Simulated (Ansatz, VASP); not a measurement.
RuRh2: VASP beside Ansatz

```xyz
3
Lattice="3.3836 0.0000 0.0000 -1.6918 2.9303 0.0000 0.0000 0.0000 3.6534" Properties=species:S:1:pos:R:3 pbc="T T T"
Ru    0.0000    0.0000    0.0000
Rh    0.0000    1.9535    1.8267
Rh    1.6918    0.9768    1.8267
```

Alike in both runs: task relaxation of cell and atoms; functional PBE; k mesh 6 × 6 × 6; occupations gaussian, width 0.1 eV; no spin polarisation.

|  | VASP | Ansatz |
| --- | --- | --- |
| version | VASP 6.6.1 | Ansatz 0.2.0 |
| potentials or method | VASP PAW PBE potentials, release 64 (Ru_pv, Rh_pv), cutoff 600 eV | scalar-relativistic, plane waves, PAW |
| valence electrons in the cell | 44 | 50 |

```tsv
	VASP	Ansatz	Ansatz less VASP
gap on the k mesh at the Fermi level, each at its own relaxed structure (eV)	none	none	-
relaxed volume (Å³/atom)	14.26	14.29	+0.037
relaxed cell length with the largest relative difference (Å)	4.299	4.307	+0.0080
```

A gap of «none» marks a metal or a gap that the smearing closes. VASP's potentials hold 44 valence electrons a cell and Ansatz's 50, so a difference there can come from the potentials and not from the codes.

Noted on VASP's run: the volume moved by over 15 % at a fixed basis, so the end points are rough.
